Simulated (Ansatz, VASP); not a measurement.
## Two plane-wave programs on Te

```
CELL_PARAMETERS angstrom
-1.96670 1.96670 1.96670
1.96670 -1.96670 1.96670
1.96670 1.96670 -1.96670
ATOMIC_POSITIONS crystal
Te 0.00000 0.00000 0.00000
```

Alike in both runs: task single point; functional RPBE; k mesh 13 × 13 × 13; occupations fermi-dirac, width 0.1 eV; no spin polarisation.

```csv
,VASP,Ansatz
version,VASP 6.6.1,Ansatz 0.2.0
potentials or method,"VASP PAW PBE potentials, release 64 (Te), cutoff 520 eV","plane waves (420 eV) with PAW, scalar-relativistic"
valence electrons in the cell,6,16
```

Ansatz gave:

```
pressure (GPa) : -1.8
```

Problem. Estimate VASP's values.

Solution. Pressure (GPa): -1.9.

VASP's potentials were made for PBE, not for RPBE. VASP's potentials hold 6 valence electrons a cell and Ansatz's 16, so a difference there can come from the potentials and not from the codes.

Neither program's run includes spin-orbit coupling.
